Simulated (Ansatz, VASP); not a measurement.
ZrSnHg3 in VASP and in Ansatz

```
Zr Sn Hg
1.0
     5.34410    0.00000    0.00000
     0.00000    5.34410    0.00000
     0.00000    0.00000    5.34410
Zr Sn Hg
1 1 3
Direct
  0.00000 0.00000 0.00000
  0.50000 0.50000 0.50000
  0.50000 0.00000 0.50000
  0.00000 0.50000 0.50000
  0.50000 0.50000 0.00000
```

Change from the starting cell: species swapped into the Lu3TlC type (Pm-3m, No. 221).

Alike in both runs: task single point; functional PBE; k mesh 4 × 4 × 4; occupations gaussian, width 0.1 eV; collinear spin.

```csv
,VASP,Ansatz
version,VASP 6.6.1,Ansatz 0.2.0
potentials or method,"VASP PAW PBE potentials, release 64 (Zr_sv, Sn_d, Hg), cutoff 500 eV","scalar-relativistic, plane waves, PAW"
valence electrons in the cell,62,86
```

```tsv
	VASP	Ansatz	Ansatz less VASP
gap on the k mesh at the Fermi level (eV)	none	none	-
pressure (GPa)	0.7	0.5	-0.17
net moment per atom (μB)	0.21	0.21	0.000
size of the moment on the site where the two differ most (μB)	0.71	0.88	+0.168
```

Site moments also hang on the region over which each program counts them. A gap of «none» marks a metal or a gap that the smearing closes. VASP's potentials hold 62 valence electrons a cell and Ansatz's 86, so a difference there can come from the potentials and not from the codes.

Neither program's run includes spin-orbit coupling.
